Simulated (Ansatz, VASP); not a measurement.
## HfBiO: VASP beside Ansatz

```xyz
3
Lattice="3.1275 0.0000 0.0000 0.0000 3.1275 0.0000 0.0000 0.0000 6.0967" Properties=species:S:1:pos:R:3 pbc="T T T"
Hf    1.5638    1.5638    0.0000
Bi    1.5638    1.5638    3.0484
O     0.0000    0.0000    0.0000
```

Change from the starting cell: species swapped into the DyCoC type (P4/mmm, No. 123).

Alike in both runs: functional PBE; k mesh 14 × 14 × 8; occupations gaussian, width 0.1 eV; no spin polarisation.

Ansatz relaxed the structure, and its values are those at the end. VASP's run is a single point on that final structure, the one shown.

```csv
,VASP,Ansatz
version,VASP 6.6.1,Ansatz 0.2.0
potentials or method,"VASP PAW PBE potentials, release 64 (Hf_pv, Bi_d, O), cutoff 520 eV","scalar-relativistic, plane waves, PAW"
valence electrons in the cell,31,47
```

Ansatz gave:

```
gap on the k mesh at the Fermi level (eV) : none
pressure (GPa)                            : 0.0
```

**Question.** What did VASP give for the same quantities?

**Answer.** gap on the k mesh at the Fermi level (eV): none; pressure (GPa): -1.0.

A gap of «none» marks a metal or a gap that the smearing closes. VASP's potentials hold 31 valence electrons a cell and Ansatz's 47, so a difference there can come from the potentials and not from the codes.

Spin-orbit coupling is off throughout.
